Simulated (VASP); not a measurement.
A run of VASP 6.6.1 is set up as follows.

File INCAR:

```
SYSTEM = Al
PREC = Accurate
ENCUT = 600
EDIFF = 1E-6
ISMEAR = 1
SIGMA = 0.1
LREAL = .False.
LASPH = .True.
NELM = 100
ALGO = Normal
ISIF = 3
LWAVE = .False.
LCHARG = .False.
GGA = PS
IBRION = 2
NSW = 80
EDIFFG = -0.03
```

KPOINTS

```
regular mesh
0
Gamma
  13 13 7
  0 0 0
```

File POSCAR:

```
Al
1.0
    2.8124550000      0.0000000000      0.0000000000
   -1.4062280000      2.4356580000      0.0000000000
    0.0000000000      0.0000000000      4.8668500000
Al
2
Direct
    0.6666666667      0.3333333333      0.7500000000
    0.3333333333      0.6666666667      0.2500000000
```

Potentials or basis: VASP PAW PBE potentials, release 64 (Al).

Run with:

```bash
$ cat potpaw_PBE.64/Al/POTCAR > POTCAR
$ mpirun -np 1 vasp_std > vasp.out
```

What does it give for the band gap on the k mesh?

Zero (band 3 reaches 11.46 eV, above the bottom of band 4 at 5.26 eV).

Predict the relaxed volume.

16.30 Å³/atom.

The path:
```
step  energy change (eV)  largest force (eV/Å)  pressure (GPa)  volume (Å³)
   1              0.0000                0.0000           -1.27        33.34
   2             -0.0095                0.0000            0.02        32.70
   3             -0.0063                0.0000            3.02        31.49
   4             -0.0127                0.0000            1.52        32.09
   5             -0.0122                0.0000            0.51        32.49
   6             -0.0133                0.0000            1.09        32.26
   7             -0.0161                0.0000            0.22        32.54
   8             -0.0168                0.0000           -0.20        32.68
   9             -0.0168                0.0000           -0.36        32.74
  10             -0.0168                0.0000           -0.29        32.71
  11             -0.0168                0.0000           -0.31        32.72
  12             -0.0169                0.0000           -0.02        32.60
```

Caveat: the PAW data sets were made with another functional, which shifts forces and pressure a little.
